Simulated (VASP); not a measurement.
# MgCuC4N4 (P-43m) in VASP: further runs

Runs on MgCuC4N4. Level: PBE. Tasks: single point, relaxation of cell and atoms.

All numbers are computed with VASP 6.6.1; they aren't measurements. Logs are shortened: lines on timing, memory, paths and dates and some standing lists are left out, and cuts for length are marked.

## (1) The cell of the first run

It takes space group P-43m (No. 215, cubic). The conventional cell has a = 5.961 Å, b = 5.961 Å, c = 5.961 Å, α = 90.00°, β = 90.00°, γ = 90.00°. Mg (site symmetry -43m) has 4 N at 2.08 Å within 2.7 Å. Within 2.5 Å of Cu (site symmetry -43m) lie 4 C at 1.92 Å. C (site symmetry 3m) has 1 N at 1.17 Å within 1.6 Å. N (site symmetry 3m) has 1 C at 1.17 Å within 1.6 Å.

## (2) Single point, PBE, collinear spin

Contents of INCAR:

```
SYSTEM = MgCuC4N4
ALGO = Normal ; EDIFF = 1E-7
ENCUT = 520 ; GGA = PE
ISIF = 2 ; ISMEAR = 0
ISPIN = 2 ; LASPH = .True.
LCHARG = .False. ; LMAXMIX = 4
LORBIT = 11 ; LREAL = .False.
LWAVE = .False. ; MAGMOM = 0 1 0 0 0 0 0 0 0 0
NBANDS = 40 ; NELM = 150
PREC = Accurate ; SIGMA = 0.1
```

Contents of KPOINTS:

```
k-points
0
Gamma
  4 4 4
  0 0 0
```

Contents of POSCAR:

```
MgCuC4N4
1.0
    5.9605641800      0.0000000000      0.0000000000
    0.0000000000      5.9605641800      0.0000000000
    0.0000000000      0.0000000000      5.9605641800
Mg Cu C N
1 1 4 4
Direct
    0.5000000000      0.5000000000      0.5000000000
    0.0000000000      0.0000000000      0.0000000000
    0.1856838400      0.1856838400      0.1856838400
    0.1856838400      0.8143161600      0.8143161600
    0.8143161600      0.1856838400      0.8143161600
    0.8143161600      0.8143161600      0.1856838400
    0.2990120100      0.2990120100      0.2990120100
    0.2990120100      0.7009879900      0.7009879900
    0.7009879900      0.2990120100      0.7009879900
    0.7009879900      0.7009879900      0.2990120100
```

Potentials or basis: VASP PAW PBE potentials, release 64 (Mg, Cu, C, N).

On the command line:

```sh
> cat potpaw_PBE.64/Mg/POTCAR potpaw_PBE.64/Cu/POTCAR potpaw_PBE.64/C/POTCAR potpaw_PBE.64/N/POTCAR > POTCAR
> mpirun -np 1 vasp_std > vasp.out
```

OUTCAR:

```text
SYSTEM = MgCuC4N4
   EDIFF = 1E-7
   ENCUT = 520
   GGA = PE
   ISIF = 2
   ISMEAR = 0
   ISPIN = 2
   LASPH = .True.
   LORBIT = 11
   LREAL = .False.
   NELM = 150
   PREC = Accurate

 ion  position               nearest neighbor table
   1  0.500  0.500  0.500-   7 2.08   8 2.08   9 2.08  10 2.08
   2  0.000  0.000  0.000-   3 1.92   4 1.92   5 1.92   6 1.92
   3  0.186  0.186  0.186-   7 1.17   2 1.92
   4  0.186  0.814  0.814-   8 1.17   2 1.92
   5  0.814  0.186  0.814-   9 1.17   2 1.92
   6  0.814  0.814  0.186-  10 1.17   2 1.92
   7  0.299  0.299  0.299-   3 1.17   1 2.08
   8  0.299  0.701  0.701-   4 1.17   1 2.08
   9  0.701  0.299  0.701-   5 1.17   1 2.08
  10  0.701  0.701  0.299-   6 1.17   1 2.08

  LATTYP: Found a simple cubic cell.
 ALAT       =     5.9605641800

  Lattice vectors:

 A1 = (   5.9605641800,   0.0000000000,   0.0000000000)
 A2 = (   0.0000000000,   5.9605641800,   0.0000000000)
 A3 = (   0.0000000000,   0.0000000000,   5.9605641800)

Analysis of symmetry for initial positions (statically):
=====================================================================
 Subroutine PRICEL returns:
 Original cell was already a primitive cell.

 Routine SETGRP: Setting up the symmetry group for a
 simple cubic supercell.

 Subroutine GETGRP returns: Found 24 space group operations
 (whereof 24 operations were pure point group operations)
 out of a pool of 48 trial point group operations.

The static configuration has the point symmetry T_d .

Analysis of symmetry for dynamics (positions and initial velocities):
=====================================================================
 Subroutine PRICEL returns:
 Original cell was already a primitive cell.

 Routine SETGRP: Setting up the symmetry group for a
 simple cubic supercell.

 Subroutine GETGRP returns: Found 24 space group operations
 (whereof 24 operations were pure point group operations)
 out of a pool of 48 trial point group operations.

The dynamic configuration has the point symmetry T_d .

Analysis of structural, dynamic, and magnetic symmetry:
=====================================================================
 Subroutine PRICEL returns:
 Original cell was already a primitive cell.

 Routine SETGRP: Setting up the symmetry group for a
 simple cubic supercell.

 Subroutine GETGRP returns: Found 24 space group operations
 (whereof 24 operations were pure point group operations)
 out of a pool of 48 trial point group operations.

The overall configuration has the point symmetry T_d .

 Subroutine INISYM returns: Found 24 space group operations
 (whereof 24 operations are pure point group operations),
 and found     1 'primitive' translations

----------------------------------------------------------------------------------------

                                     Primitive cell

  volume of cell :     211.7689

  direct lattice vectors                    reciprocal lattice vectors
     5.960564180  0.000000000  0.000000000     0.167769354  0.000000000  0.000000000
     0.000000000  5.960564180  0.000000000     0.000000000  0.167769354  0.000000000
     0.000000000  0.000000000  5.960564180     0.000000000  0.000000000  0.167769354

  length of vectors
     5.960564180  5.960564180  5.960564180     0.167769354  0.167769354  0.167769354

  position of ions in fractional coordinates (direct lattice)
     0.500000000  0.500000000  0.500000000
     0.000000000  0.000000000  0.000000000
     0.185683840  0.185683840  0.185683840
     0.185683840  0.814316160  0.814316160
     0.814316160  0.185683840  0.814316160
     0.814316160  0.814316160  0.185683840
     0.299012010  0.299012010  0.299012010
     0.299012010  0.700987990  0.700987990
     0.700987990  0.299012010  0.700987990
     0.700987990  0.700987990  0.299012010

  ion indices of the primitive-cell ions
   primitive index   ion index
                 1           1
                 2           2
                 3           3
                 4           4
                 5           5
                 6           6
                 7           7
                 8           8
                 9           9
                10          10

----------------------------------------------------------------------------------------

 KPOINTS: k-points

Automatic generation of k-mesh.
 Grid dimensions read from file:
 generate k-points for:    4    4    4

 Generating k-lattice:

  Cartesian coordinates                     Fractional coordinates (reciprocal lattice)
     0.041942338  0.000000000  0.000000000     0.250000000  0.000000000  0.000000000
     0.000000000  0.041942338  0.000000000     0.000000000  0.250000000  0.000000000
     0.000000000  0.000000000  0.041942338     0.000000000  0.000000000  0.250000000

  Length of vectors
     0.041942338  0.041942338  0.041942338

  Shift w.r.t. Gamma in fractional coordinates (k-lattice)
     0.000000000  0.000000000  0.000000000

 Subroutine IBZKPT returns following result:
 ===========================================

 Found     10 irreducible k-points:

 Following reciprocal coordinates:
            Coordinates               Weight
  0.000000  0.000000  0.000000      1.000000
  0.250000  0.000000  0.000000      6.000000
  0.500000  0.000000  0.000000      3.000000
  0.250000  0.250000  0.000000     12.000000
  0.500000  0.250000  0.000000     12.000000
  0.500000  0.500000  0.000000      3.000000
  0.250000  0.250000  0.250000      8.000000
  0.500000  0.250000  0.250000     12.000000
  0.500000  0.500000  0.250000      6.000000
  0.500000  0.500000  0.500000      1.000000
   k-points           NKPTS =     10   k-points in BZ     NKDIM =     10   number of bands    NBANDS=     40
   number of dos      NEDOS =    301   number of ions     NIONS =     10
   total plane-waves  NPLWV = 110592
   dimension x,y,z NGX =    48 NGY =   48 NGZ =   48
   dimension x,y,z NGXF=    96 NGYF=   96 NGZF=   96
   ions per type =               1   1   4   4
   NGX,Y,Z   is equivalent  to a cutoff of  13.39, 13.39, 13.39 a.u.
   NGXF,Y,Z  is equivalent  to a cutoff of  26.78, 26.78, 26.78 a.u.
 SYSTEM =  MgCuC4N4
   PREC   = accura    normal or accurate (medium, high low for compatibility)
   ISTART =      0    job   : 0-new  1-cont  2-samecut
   ICHARG =      2    charge: 1-file 2-atom 10-const
   ISPIN  =      2    spin polarized calculation?
   LNONCOLLINEAR =      F non collinear calculations
   LSORBIT =      F    spin-orbit coupling
   LASPH  =      T    aspherical Exc in radial PAW
   ENCUT  =  520.0 eV  38.22 Ry    6.18 a.u.  11.08 11.08 11.08*2*pi/ulx,y,z
   NELM   =    150;   NELMIN=  2; NELMDL= -5     # of ELM steps
   EDIFF  = 0.1E-06   stopping-criterion for ELM
   LREAL  =      F    real-space projection
   EDIFFG = 0.1E-05   stopping-criterion for IOM
   NSW    =      0    number of steps for IOM
   IBRION =     -1    ionic relax: 0-MD 1-quasi-New 2-CG
   NFREE  =      0    steps in history (QN), initial steepest desc. (CG)
   ISIF   =      2    stress and relaxation
   ISYM   =      2    0-nonsym 1-usesym 2-fastsym
   POTIM  = 0.5000    time-step for ionic-motion
   TEBEG  =    0.0;   TEEND  =   0.0 temperature during run
   PSTRESS=    0.0 pullay stress
   NELECT =      49.0000    total number of electrons
   NUPDOWN=      -1.0000    fix difference up-down
   EMIN   =  10.00;   EMAX   =-10.00  energy-range for DOS
   EFERMI =   0.00;   METHOD = LEGACY
   ISMEAR =     0;   SIGMA  =   0.10  broadening in eV -4-tet -1-fermi 0-gaus
   EFERMI_NEDOS =   21; number of points for ismear=-14 and -15
   IALGO  =     38    algorithm
   IMIX   =      4    mixing-type and parameters
     AMIX     =   0.40;   BMIX     =  1.00
     AMIX_MAG =   1.60;   BMIX_MAG =  1.00
  volume/ion in A,a.u.               =      21.18       142.91
  Fermi-wavevector in a.u.,A,eV,Ry     =   1.005047  1.899262 13.743496  1.010118
  Thomas-Fermi vector in A             =   2.137701
   LORBIT       =     11    0 simple, 1 ext, 2 COOP (PROOUT), +10 PAW based schemes
   GGA     = PE    functional components
   LHFCALC =     F    Hartree Fock is set to
   AEXX    =    0.0000 exact exchange contribution
   IVDW    =     0    specifies the selected vdW correction
   LEPSILON=     F    determine dielectric tensor
   LRPA    =     F    only Hartree local field effects (RPA)
 spin polarized calculation
 Gauss-broadening in eV      SIGMA  =   0.10
  energy-cutoff  :      520.00
  volume of cell :      211.77
 maximum number of plane-waves:      5832
 NGX is ok and might be reduce to    48
   NGX = 23   NGY = 23   NGZ = 23

 number of electron      49.0000024 magnetization       1.0000167

 Free energy of the ion-electron system (eV)
  ---------------------------------------------------
  ext. energy  EPLUGINS =         0.00000000
  ---------------------------------------------------
  free energy    TOTEN  =       -73.19957550 eV

  energy without entropy =      -73.13319825  energy(sigma->0) =      -73.16638687

 E-fermi :  -2.7110     XC(G=0):  -6.8194

 val. band max:       -2.7127164884   @ k =   0.5000   0.2500   0.0000
 cond. band min:      -2.6850776548   @ k =   0.5000   0.0000   0.0000
 fundamental gap:      0.0276388336
 Fermi energy:        -2.7110257463

 spin component 1

 k-point     1 :       0.0000    0.0000    0.0000
  band No.  band energies     occupation
      1     -18.9024      1.00000
      2     -18.7999      1.00000
      3     -18.7999      1.00000
      4     -18.7999      1.00000
      5      -9.3730      1.00000
      6      -8.1194      1.00000
[... 28 lines left out ...]
     35       7.0227      0.00000
     36       7.4647      0.00000
[... 319 lines left out ...]
      5      -9.4239      1.00000
      6      -8.1255      1.00000
[... 28 lines left out ...]
     35       5.7507      0.00000
     36       5.7507      0.00000
 Fermi energy:        -2.7110257463

 spin component 2

 k-point     1 :       0.0000    0.0000    0.0000
  band No.  band energies     occupation
      1     -18.8347      1.00000
      2     -18.7318      1.00000
      3     -18.7318      1.00000
      4     -18.7318      1.00000
      5      -9.2413      1.00000
      6      -7.9483      1.00000
[... 28 lines left out ...]
     35       7.0530      0.00000
     36       7.4872      0.00000
[... 319 lines left out ...]
      5      -9.2950      1.00000
      6      -7.9570      1.00000
[... 28 lines left out ...]
     35       5.7863      0.00000
     36       5.7863      0.00000
 [bands above 36 left out]

------------------------ aborting loop because EDIFF is reached ----------------------------------------

  FORCE on cell =-STRESS in cart. coord.  units (eV):
  Direction    XX          YY          ZZ          XY          YZ          ZX
  --------------------------------------------------------------------------------------
  -------------------------------------------------------------------------------------
  Total        0.3719941      0.3719941      0.3719941     -0.0000000     -0.0000000     -0.0000000
  in kB        2.8143914      2.8143914      2.8143914     -0.0000000     -0.0000000     -0.0000000
  external PRESSURE =       2.8143914 kB  Pullay stress =       0.0000000 kB

 VOLUME and BASIS-vectors are now :
 -----------------------------------------------------------------------------
  energy-cutoff  :      520.00
  volume of cell :      211.77
      direct lattice vectors                 reciprocal lattice vectors
     5.960564180  0.000000000  0.000000000     0.167769354  0.000000000  0.000000000
     0.000000000  5.960564180  0.000000000     0.000000000  0.167769354  0.000000000
     0.000000000  0.000000000  5.960564180     0.000000000  0.000000000  0.167769354

 POSITION                                       TOTAL-FORCE (eV/Angst)
 -----------------------------------------------------------------------------------
      2.98028      2.98028      2.98028         0.000000      0.000000      0.000000
      0.00000      0.00000      0.00000         0.000000      0.000000      0.000000
      1.10678      1.10678      1.10678         0.162438      0.162438      0.162438
      1.10678      4.85378      4.85378         0.162438     -0.162438     -0.162438
      4.85378      1.10678      4.85378        -0.162438      0.162438     -0.162438
      4.85378      4.85378      1.10678        -0.162438     -0.162438      0.162438
      1.78228      1.78228      1.78228         0.213699      0.213699      0.213699
      1.78228      4.17828      4.17828         0.213699     -0.213699     -0.213699
      4.17828      1.78228      4.17828        -0.213699      0.213699     -0.213699
      4.17828      4.17828      1.78228        -0.213699     -0.213699      0.213699
 -----------------------------------------------------------------------------------
    total drift:                                0.000000      0.000000      0.000000

  FREE ENERGIE OF THE ION-ELECTRON SYSTEM (eV)
  ---------------------------------------------------
  free  energy   TOTEN  =       -73.1995754957 eV

  energy  without entropy=      -73.1331982510  energy(sigma->0) =      -73.16638687

 total charge

# of ion       s       p       d       tot
------------------------------------------
    1        0.138   0.149   0.052   0.339
    2        0.490   0.679   8.972  10.141
    3        0.963   1.614   0.000   2.576
    4        0.963   1.614   0.000   2.576
    5        0.963   1.614   0.000   2.576
    6        0.963   1.614   0.000   2.576
    7        1.307   2.593   0.000   3.900
    8        1.307   2.593   0.000   3.900
    9        1.307   2.593   0.000   3.900
   10        1.307   2.593   0.000   3.900
--------------------------------------------------
tot          9.705  17.655   9.024  36.384

 magnetization (x)

# of ion       s       p       d       tot
------------------------------------------
    1       -0.000   0.001   0.001   0.001
    2       -0.001   0.057   0.458   0.515
    3        0.014   0.031   0.000   0.045
    4        0.014   0.031   0.000   0.045
    5        0.014   0.031   0.000   0.045
    6        0.014   0.031   0.000   0.045
    7        0.001   0.031   0.000   0.032
    8        0.001   0.031   0.000   0.032
    9        0.001   0.031   0.000   0.032
   10        0.001   0.031   0.000   0.032
--------------------------------------------------
tot          0.059   0.307   0.459   0.825
```

Run time: 2.7 min. Hardware: 1 thread of Intel Xeon Platinum 8488C (Sapphire Rapids), shared host; peak memory 0.49 GiB.

What came out:

```yaml
Free_energy: -73.1996 eV
Pressure: 0.3 GPa
Largest_force: 0.370 eV/Å
Band_gap_on_the_k_mesh: zero (filled and empty bands overlap)
Net_moment: 1.00 μB per cell
Site_moments: Mg +0.00; Cu +0.52; C +0.04; N +0.03 μB
Valence_electrons_inside_the_program's_atomic_spheres: Mg 0.34; Cu 10.14; C 2.58; N 3.90
```

Forces in eV/Å, atoms in the order of the input:
```
Mg   0.000  0.000  0.000
Cu   0.000  0.000  0.000
C    0.162  0.162  0.162
C    0.162 -0.162 -0.162
C   -0.162  0.162 -0.162
C   -0.162 -0.162  0.162
N    0.214  0.214  0.214
N    0.214 -0.214 -0.214
N   -0.214  0.214 -0.214
N   -0.214 -0.214  0.214
```

Caveat: a cell with one magnetic atom can't hold antiferromagnetic order, which such compounds often take. With open d or f shells a metallic result of PBE can be an artefact of self-interaction; +U or a hybrid may open a gap.

## (3) Relaxation of cell and atoms, PBE, collinear spin

Contents of INCAR:

```
SYSTEM = MgCuC4N4
PREC     = Accurate       ! precision mode
ENCUT    = 600            ! plane-wave cutoff, eV
EDIFF    = 1E-7           ! SCF threshold, eV
ISMEAR   = 0              ! smearing method
SIGMA    = 0.1            ! smearing width, eV
LREAL    = .FALSE.        ! projectors in reciprocal space
LASPH    = .TRUE.         ! aspherical terms in the spheres
NELM     = 200            ! most SCF steps
ALGO     = Normal         ! electronic algorithm
ISIF     = 3              ! what is computed and relaxed
LWAVE    = .FALSE.        ! write WAVECAR
LCHARG   = .FALSE.        ! write CHGCAR
ISPIN    = 2              ! spin polarisation
MAGMOM   = 0 0.52 0 0 0 0 0 0 0 0 ! initial moments
LORBIT   = 11             ! projections on sites
LMAXMIX  = 4              ! l up to which the mixer works
GGA      = PE             ! functional
IBRION   = 2              ! ionic algorithm
NSW      = 100            ! ionic steps
EDIFFG   = -0.01          ! ionic threshold
GGA_COMPAT= .FALSE.      
NELMIN   = 4            
KPAR     = 4
```

Contents of KPOINTS:

```
regular mesh
0
G
  6 6 6
  0 0 0
```

POSCAR is that of step 2.

Potentials or basis: VASP PAW PBE potentials, release 64 (Mg, Cu, C, N).

On the command line:

```sh
> cat potpaw_PBE.64/Mg/POTCAR potpaw_PBE.64/Cu/POTCAR potpaw_PBE.64/C/POTCAR potpaw_PBE.64/N/POTCAR > POTCAR
> mpirun -np 4 vasp_std > vasp.out
```

Wall time 7.3 min (4 MPI ranks of AMD EPYC 9R45 (Zen 5), shared host); peak memory 0.58 GiB.

The run converged. Its results:

| Property | Result |
| --- | --- |
| Free energy | -73.2556 eV |
| Relaxed volume | 21.21 Å³/atom |
| Relaxed cell | a = 5.964 Å, b = 5.964 Å, c = 5.964 Å, α = 90.00°, β = 90.00°, γ = 90.00° |
| Space group after relaxing (to 0.1 Å) | P-43m (No. 215) |
| Energy gained by relaxing | 4.3 meV/atom |
| Ionic steps | 14 |
| Pressure after relaxing | 0.0 GPa |
| Largest force after relaxing | 0.008 eV/Å |
| Band gap on the k mesh | zero (filled and empty bands overlap) |
| Net moment | 1.00 μB per cell |
| Site moments | Mg +0.00; Cu +0.53; C +0.04; N +0.03 μB |
| Valence electrons inside the program's atomic spheres | Mg 0.36; Cu 10.05; C 2.57; N 3.90 |

Forces on the atoms (eV/Å):
```
Mg   0.000  0.000  0.000
Cu   0.000  0.000  0.000
C    0.005  0.005  0.005
C    0.005 -0.005 -0.005
C   -0.005  0.005 -0.005
C   -0.005 -0.005  0.005
N    0.001  0.001  0.001
N    0.001 -0.001 -0.001
N   -0.001  0.001 -0.001
N   -0.001 -0.001  0.001
```

The path:
```tsv
step	energy change (eV)	largest force (eV/Å)	pressure (GPa)	volume (Å³)
1	0.0000	0.3489	0.22	211.77
2	-0.0284	0.5581	-0.47	212.68
3	-0.0323	0.7025	-0.81	213.19
4	-0.0394	0.3574	-0.52	213.21
5	-0.0420	0.0330	-0.18	213.23
6	-0.0420	0.0213	-0.20	213.23
7	-0.0421	0.0208	-0.19	213.17
8	-0.0423	0.0201	-0.16	213.00
9	-0.0425	0.0183	-0.09	212.67
10	-0.0427	0.0161	0.04	212.01
11	-0.0427	0.0164	0.01	212.13
12	-0.0427	0.0322	-0.02	212.14
13	-0.0427	0.0105	-0.01	212.13
14	-0.0427	0.0080	0.00	212.13
```

Final structure:
```
Mg Cu C N
1.0
     5.96394    0.00000    0.00000
     0.00000    5.96394    0.00000
     0.00000    0.00000    5.96394
Mg Cu C N
1 1 4 4
Cartesian
  2.9820 2.9820 2.9820
  0.0000 0.0000 0.0000
  1.1262 1.1262 1.1262
  1.1262 4.8377 4.8377
  4.8377 1.1262 4.8377
  4.8377 4.8377 1.1262
  1.8019 1.8019 1.8019
  1.8019 4.1621 4.1621
  4.1621 1.8019 4.1621
  4.1621 4.1621 1.8019
```

Levels at points of the mesh, in eV from the Fermi level:
Spin up:
| k point | band 23 | band 24 | band 25 | band 26 | band 27 | band 28 |
| --- | --- | --- | --- | --- | --- | --- |
| (0.00, 0.00, 0.00) | -0.54 | -0.54 | -0.54 | 4.95 | 4.95 | 4.95 |
| (0.50, 0.00, 0.00) | -0.53 | -0.39 | -0.39 | 5.19 | 5.19 | 5.27 |
| (0.50, 0.50, 0.00) | -0.57 | -0.37 | -0.37 | 5.29 | 5.40 | 5.60 |
| (0.50, 0.50, 0.50) | -0.54 | -0.54 | -0.54 | 5.44 | 5.44 | 5.44 |
Spin down:
```csv
k point,band 22,band 23,band 24,band 25,band 26,band 27,band 28,band 29
"(0.00, 0.00, 0.00)",-1.53,-0.12,-0.12,-0.12,5.08,5.08,5.08,5.69
"(0.50, 0.00, 0.00)",-1.38,-0.10,0.03,0.03,5.30,5.30,5.39,5.56
"(0.50, 0.50, 0.00)",-1.27,-0.12,0.04,0.04,5.42,5.49,5.72,5.72
"(0.50, 0.50, 0.50)",-1.37,-0.10,-0.10,-0.10,5.56,5.56,5.56,5.76
```

Caveat: a cell with one magnetic atom can't hold antiferromagnetic order, which such compounds often take. With open d or f shells a metallic result of PBE can be an artefact of self-interaction; +U or a hybrid may open a gap.
